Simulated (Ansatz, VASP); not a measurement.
## MoS2: VASP beside Ansatz

INCAR

```
PREC = Accurate
ENCUT = 500
EDIFF = 1E-6
ISMEAR = 0
SIGMA = 0.05
LREAL = False
LASPH = True
NELM = 120
ALGO = Normal
ISIF = 2
LWAVE = False
LCHARG = True
GGA = PE
IVDW = 12
LELF = True
LVHAR = True
NBANDS = 20
GGA_COMPAT = False
```

File KPOINTS:

```
regular mesh
0
Gamma
  12 12 4
```

POSCAR

```
MoS2
1.0
    3.2381765630      0.0000000000      0.0000000000
   -1.6190882815      2.8043431655      0.0000000000
    0.0000000000      0.0000000000      6.2856245265
Mo S
1 2
Direct
    0.0000000000      0.0000000000      0.0000000000
    0.3333333333      0.6666666667      0.1981708616
    0.3333333333      0.6666666667      0.8018291384
```

Input for Ansatz:

```yaml
crystal:
  lattice:
    - [3.238176563, 0.0, 0.0]
    - [-1.6190882815, 2.8043431655, 0.0]
    - [0.0, 0.0, 6.2856245265]
  atoms:
    - { symbol: Mo, position: [0.0, 0.0, 0.0] }
    - { symbol: S, position: [0.3333333333, 0.6666666667, 0.1981708616] }
    - { symbol: S, position: [0.3333333333, 0.6666666667, 0.8018291384] }
basis:
  ecutwfc: 420
kpoints:
  mp_grid: { grid: [12, 12, 4] }
hamiltonian:
  xc: pbe
  dispersion: d3bj
scf:
  occupations: { method: gaussian, width: 0.05 }
output:
  forces: true
  stress: true
  eigenvalues: true
```

Alike in both runs: task single point; functional PBE; dispersion D3(BJ); k mesh 12 × 12 × 4; occupations gaussian, width 0.05 eV; no spin polarisation.

|  | VASP | Ansatz |
| --- | --- | --- |
| version | VASP 6.6.1 | Ansatz 0.2.0 |
| potentials or method | VASP PAW PBE potentials, release 64 (Mo_sv, S), cutoff 500 eV | scalar-relativistic, plane waves, PAW |
| valence electrons in the cell | 26 | 26 |

```csv
,VASP,Ansatz,Ansatz less VASP
gap on the k mesh at the Fermi level (eV),none,none,-
rms of the force components (eV/Å),3.317,3.346,+0.0291
```

Atom by atom the forces differ by 0.029 eV/Å (rms over components). A gap of «none» marks a metal or a gap that the smearing closes.
